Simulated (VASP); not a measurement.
A run of VASP 6.6.1 is set up as follows.

The input INCAR:

```
SYSTEM = ZnO
ALGO = Normal ; EDIFF = 1E-7
ENCUT = 520 ; GGA = PE
ISIF = 2 ; ISMEAR = -1
LASPH = .True. ; LCHARG = .False.
LREAL = .False. ; LWAVE = .False.
NBANDS = 16 ; NELM = 60
PREC = Accurate ; SIGMA = 0.05
```

Contents of KPOINTS:

```
k-points
0
Gamma
  15 15 15
  0 0 0
```

The input POSCAR:

```
ZnO
1.0
    2.5557204440      0.0000000000      0.0000000000
    0.0000000000      2.5557204440      0.0000000000
    0.0000000000      0.0000000000      2.5557204440
Zn O
1 1
Direct
    0.0000000000      0.0000000000      0.0000000000
    0.5000000000      0.5000000000      0.5000000000
```

Potentials or basis: VASP PAW PBE potentials, release 64 (Zn, O).

Launch:

```sh
$ cat potpaw_PBE.64/Zn/POTCAR potpaw_PBE.64/O/POTCAR > POTCAR
$ mpirun -np 1 vasp_std > vasp.out
```

(1) What does it give for the pressure?

Results:

(1) 35.6 GPa.
